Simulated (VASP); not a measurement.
Runs of VASP 6.6.1 on GaN. The structure is that of space group P6_3mc (No. 186), or close to it. The cells are those of the table. 

```csv
level,cell,smearing,gap on the mesh (eV),pressure (GPa),largest force (eV/Å)
PBE,"a = 3.167, b = 3.167, c = 5.158 Å, angles 90.0, 90.0, 120.0°, 4 atoms",fermi-dirac 0.02 eV,2.04,9.4,0.01
r2SCAN,"a = 3.263, b = 3.263, c = 5.123 Å, angles 90.0, 90.0, 120.0°, 4 atoms",gaussian 0.01 eV,2.02,-5.9,0.01
r2SCAN,"a = 3.167, b = 3.167, c = 5.158 Å, angles 90.0, 90.0, 120.0°, 4 atoms",gaussian 0.01 eV,2.45,4.2,0.01
r2SCAN,"a = 3.183, b = 3.183, c = 5.184 Å, angles 90.0, 90.0, 120.0°, 4 atoms",gaussian 0.01 eV,2.34,(a),-
PBE,"a = 3.263, b = 3.263, c = 5.123 Å, angles 90.0, 90.0, 120.0°, 4 atoms",fermi-dirac 0.02 eV,1.63,(b),0.02
r2SCAN,"a = 3.231, b = 3.231, c = 5.147 Å, angles 90.0, 90.0, 120.0°, 4 atoms",gaussian 0.01 eV,2.16,-3.3,0.01
PBE,"a = 3.183, b = 3.183, c = 5.184 Å, angles 90.0, 90.0, 120.0°, 4 atoms",fermi-dirac 0.02 eV,1.94,6.3,-
```

Alike in all rows: task single point; potentials or basis VASP PAW PBE potentials, release 64 (Ga_d, N); no spin polarisation; k mesh 12 × 12 × 6; cutoff (eV) 520.

Q: Estimate the missing entries.

A: (a) 1.1; (b) -0.5.

Caveats: the PAW data sets were made with another functional, which shifts forces and pressure a little (some runs).

A k mesh can miss the band edges, and the runs leave out spin-orbit coupling on Ga.
